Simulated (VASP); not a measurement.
Set up this calculation in VASP 6.6.1, as the native input.

```
Task                   : single point
Functional             : r2SCAN
Potentials or basis    : VASP PAW PBE potentials, release 64 (Sc_sv)
Cutoff                 : 520 eV
k mesh                 : 9 × 9 × 5
Occupations            : gaussian, width 0.1 eV
Spin                   : no spin polarisation
Dipole correction      : no
Further INCAR settings : ALGO = Normal; EDIFF = 1e-07; NBANDS = 18
```

Crystal: Sc.

```
CELL_PARAMETERS angstrom
3.24646 0.00000 0.00000
-1.62323 2.81152 0.00000
0.00000 0.00000 5.04546
ATOMIC_POSITIONS crystal
Sc 0.33333 0.66667 0.25000
Sc 0.66667 0.33333 0.75000
```

The input as run:

POSCAR

```
Sc
1.0
    3.2464597673      0.0000000000      0.0000000000
   -1.6232298837      2.8115166309      0.0000000000
    0.0000000000      0.0000000000      5.0454563664
Sc
2
Direct
    0.3333333333      0.6666666667      0.2500000000
    0.6666666667      0.3333333333      0.7500000000
```

INCAR.step1

```
SYSTEM = Sc
ALGO = Normal
EDIFF = 1E-4
ENCUT = 520
GGA = PE
ISMEAR = 0
LASPH = .TRUE.
LCHARG = .FALSE.
LREAL = .FALSE.
LWAVE = .TRUE.
NBANDS = 18
NELM = 80
PREC = Accurate
SIGMA = 0.1
```

INCAR.step2

```
SYSTEM = Sc
ALGO = Normal
EDIFF = 1E-7
ENCUT = 520
ISIF = 2
ISMEAR = 0
ISTART = 1
LASPH = .TRUE.
LCHARG = .TRUE.
LELF = .TRUE.
LMIXTAU = .TRUE.
LREAL = .FALSE.
LVHAR = .TRUE.
LWAVE = .FALSE.
METAGGA = R2SCAN
NBANDS = 18
NELM = 80
PREC = Accurate
SIGMA = 0.1
```

KPOINTS

```
k-points
0
G
  9 9 5
  0 0 0
```

Potentials or basis: VASP PAW PBE potentials, release 64 (Sc_sv).

Command:

```console
$ cat potpaw_PBE.64/Sc_sv/POTCAR > POTCAR
$ cp INCAR.step1 INCAR
$ mpirun -np 1 vasp_std > vasp.out
$ cp INCAR.step2 INCAR
$ mpirun -np 1 vasp_std > vasp.out
```

Results of the run:

- Pressure: 5.2 GPa
- Band gap on the k mesh: zero (band 11 reaches 5.02 eV, above the bottom of band 12 at 3.56 eV)

Caveat: the PAW data sets were made with another functional, which shifts forces and pressure a little.

Run time: 94 s on 1 thread of Intel(R) Xeon(R) Platinum 8488C (Sapphire Rapids), with other jobs on the host, peak memory 0.17 GiB.
